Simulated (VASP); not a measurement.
Write the native input for VASP 6.6.1 that does the following.

* Task: single point
* Functional: PBE
* Potentials or basis: VASP PAW PBE potentials, release 64 (Ni)
* Cutoff: 520 eV
* k mesh: 12 × 12 × 4
* Occupations: gaussian, width 0.1 eV
* Spin: collinear spin, ferromagnetic start
* Starting moments: [2.0, 2.0] μB
* Dipole correction: no
* Further INCAR settings: ALGO = Fast; EDIFF = 1e-06; NBANDS = 21

The structure of Ni lies in POSCAR:

```
Ni
1.0
    2.4658123606      0.0000000000      0.0000000000
   -1.2329061803      2.1354561452      0.0000000000
    0.0000000000      0.0000000000      3.9905246674
Ni
2
Direct
    0.3333333333      0.6666666667      0.2500000000
    0.6666666667      0.3333333333      0.7500000000
```

These files were run (other wordings do the same):

INCAR

```
SYSTEM = Ni
  PREC = Accurate
  ENCUT = 520
  EDIFF = 1E-6
  ISMEAR = 0
  SIGMA = 0.1
  LREAL = .FALSE.
  LASPH = .TRUE.
  NELM = 150
  ALGO = Fast
  ISIF = 2
  LWAVE = .FALSE.
  LCHARG = .TRUE.
  ISPIN = 2
  MAGMOM = 2 2
  LORBIT = 11
  LMAXMIX = 4
  GGA = PE
  LELF = .TRUE.
  LVHAR = .TRUE.
  NBANDS = 21
```

KPOINTS

```
Automatic mesh
0
G
  12 12 4
  0 0 0
```

Potentials or basis: VASP PAW PBE potentials, release 64 (Ni).

Launch:

```sh
$ cat potpaw_PBE.64/Ni/POTCAR > POTCAR
$ mpirun -np 1 vasp_std > vasp.out
```

It gave:

- Pressure: 8.7 GPa
- Net moment: 1.40 μB per cell
- Site moments: Ni +0.71 μB
- Valence electrons inside the program's atomic spheres: Ni 9.37

Caveat: the k points lie up to 0.39 Å⁻¹ apart.

Wall time 21 s on 1 thread of Intel(R) Xeon(R) 6975P-C (Granite Rapids) (shared host), peak memory 0.15 GiB.
